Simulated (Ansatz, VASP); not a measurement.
## One calculation of Zr, two programs

```
Zr
1.0
     0.00000    3.08121    3.08121
     3.08121    0.00000    3.08121
     3.08121    3.08121    0.00000
Zr
2
Direct
  0.74000 0.92000 0.92000
  0.26000 0.08000 0.08000
```

Alike in both runs: task electric field gradients; functional PBE; k mesh 9 × 9 × 9; no spin polarisation.

|  | VASP | Ansatz |
| --- | --- | --- |
| version | VASP 6.6.1 | Ansatz 0.2.0 |
| potentials or method | VASP PAW PBE potentials, release 64 (Zr_sv), cutoff 520 eV | all-electron PAW with datasets made for the crystal, scalar-relativistic |
| occupations | methfessel-paxton of order 1, width 0.1 eV | cold, width 0.1 eV |

```tsv
	VASP	Ansatz	Ansatz less VASP
gap on the k mesh at the Fermi level (eV)	none	none	-
rms of the force components (eV/Å)	26.345	24.784	-1.5613
```

Atom by atom the forces differ by 1.561 eV/Å (rms over components). A gap of «none» marks a metal or a gap that the smearing closes. Ansatz ran all-electron here, and VASP with PAW potentials.
